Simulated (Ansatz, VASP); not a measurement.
## One calculation of TiCo, two programs

INCAR

```
ALGO = Normal ; EDIFF = 1E-6
ENCUT = 520 ; GGA = PE
ISIF = 2 ; ISMEAR = 0
ISPIN = 2 ; LASPH = T
LCHARG = F ; LMAXMIX = 4
LORBIT = 11 ; LREAL = F
LWAVE = F ; MAGMOM = 0 1.09
NBANDS = 22 ; NELM = 150
PREC = Accurate ; SIGMA = 0.15
```

Contents of KPOINTS:

```
k-points
0
Gamma
  20 20 20
```

File POSCAR:

```
TiCo
1.0
    2.9855872933      0.0000000000      0.0000000000
    0.0000000000      2.9855872933      0.0000000000
    0.0000000000      0.0000000000      2.9855872933
Ti Co
1 1
Direct
    0.0000000000      0.0000000000      0.0000000000
    0.5000000000      0.5000000000      0.5000000000
```

Input for Ansatz:

```yaml
crystal:
  lattice:
    - [2.9855872881, 0.0, 0.0]
    - [0.0, 2.9855872881, 0.0]
    - [0.0, 0.0, 2.9855872881]
  atoms:
    - { symbol: Ti, position: [0.0, 0.0, 0.0] }
    - { symbol: Co, position: [0.5, 0.5, 0.5], spin: 1.09 }
basis:
  ecutwfc: 420
kpoints:
  mp_grid: { grid: [20, 20, 20] }
hamiltonian:
  xc: pbe
scf:
  occupations: { method: gaussian, width: 0.15 }
output:
  forces: true
  stress: true
  eigenvalues: true
  populations: true
magnetization:
  spin_polarized: true
```

Alike in both runs: task single point; functional PBE; k mesh 20 × 20 × 20; occupations gaussian, width 0.15 eV; collinear spin.

```csv
,VASP,Ansatz
version,VASP 6.6.1,Ansatz 0.2.0
potentials or method,"VASP PAW PBE potentials, release 64 (Ti_sv, Co), cutoff 520 eV","scalar-relativistic, plane waves, PAW"
valence electrons in the cell,21,29
```

Ansatz gave:

* gap on the k mesh at the Fermi level (eV): none
* pressure (GPa): -0.1
* net moment per atom (μB): 0.43
* size of the moment on the site where the two differ most (μB): 0.97

Problem. What did VASP give for the same quantities?

Solution. gap on the k mesh at the Fermi level (eV): none; pressure (GPa): -0.7; net moment per atom (μB): 0.42; size of the moment on the site where the two differ most (μB): 0.93.

Site moments also hang on the region over which each program counts them. A gap of «none» marks a metal or a gap that the smearing closes. VASP's potentials hold 21 valence electrons a cell and Ansatz's 29, so a difference there can come from the potentials and not from the codes.
